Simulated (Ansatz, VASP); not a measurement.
# C, level by level in two programs

```
CELL_PARAMETERS angstrom
2.50440 0.00000 0.00000
-1.25220 2.16887 0.00000
0.00000 0.00000 24.60730
ATOMIC_POSITIONS crystal
C 0.66667 0.33333 0.57048
C 0.33333 0.66667 0.42952
C 0.00000 0.00000 0.42953
C 0.00000 0.00000 0.57047
```

Single points on this cell with VASP 6.6.1 and Ansatz 0.2.0. Each row is one pair of runs. Alike in all rows: spin: off; k mesh: 12 × 12 × 2; smearing: fermi-dirac, width 0.05 eV.

| level | VASP's potentials, cutoff | Ansatz's potentials, cutoff | gap on the k mesh at the Fermi level (eV), VASP | gap on the k mesh at the Fermi level (eV), Ansatz | rms of the force components (eV/Å), VASP | rms of the force components (eV/Å), Ansatz |
| --- | --- | --- | --- | --- | --- | --- |
| LDA | VASP PAW LDA potentials, release 64 (C), 520 eV | Ansatz PAW, 420 eV | none | none | 0.011 | 0.011 |
| PBEsol | VASP PAW PBE potentials, release 64 (C), 520 eV | Ansatz PAW, 420 eV | none | none | 0.006 | 0.006 |
| r2SCAN | VASP PAW PBE potentials, release 64 (C), 520 eV | Ansatz PAW, 500 eV | none | none | 0.004 | 0.004 |

Rms of the force components (eV/Å): the two programs differ by at most 0.0002.

A gap of «none» marks a metal or a gap that the smearing closes.
